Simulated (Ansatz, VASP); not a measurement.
## One calculation of Ti2NbC3, two programs

```
Ti Nb C
1.0
     3.35122    0.00000    0.00000
    -1.67561    2.90224    0.00000
     0.00000    0.00000    7.71397
Ti Nb C
2 1 3
Direct
  0.66667 0.33333 0.33544
  0.66667 0.33333 0.66456
  0.00000 0.00000 0.00000
  0.00000 0.00000 0.50000
  0.33333 0.66667 0.00000
  0.33333 0.66667 0.50000
```

Change from the starting cell: species swapped into the Ce2NiGe3 type (P-6m2, No. 187).

Alike in both runs: functional PBE; k mesh 12 × 12 × 6; occupations gaussian, width 0.1 eV; no spin polarisation.

Ansatz relaxed the structure, and its values are those at the end. VASP's run is a single point on that final structure, the one shown.

|  | VASP | Ansatz |
| --- | --- | --- |
| version | VASP 6.6.1 | Ansatz 0.2.0 |
| potentials or method | VASP PAW PBE potentials, release 64 (Ti_sv, Nb_sv, C), cutoff 520 eV | scalar-relativistic, plane waves, PAW |
| valence electrons in the cell | 49 | 49 |

|  | VASP | Ansatz | Ansatz less VASP |
| --- | --- | --- | --- |
| gap on the k mesh at the Fermi level (eV) | none | none | - |
| pressure (GPa) | 0.1 | 0.0 | -0.08 |
| rms of the force components (eV/Å) | 0.016 | 0.000 | -0.0162 |

A gap of «none» marks a metal or a gap that the smearing closes.
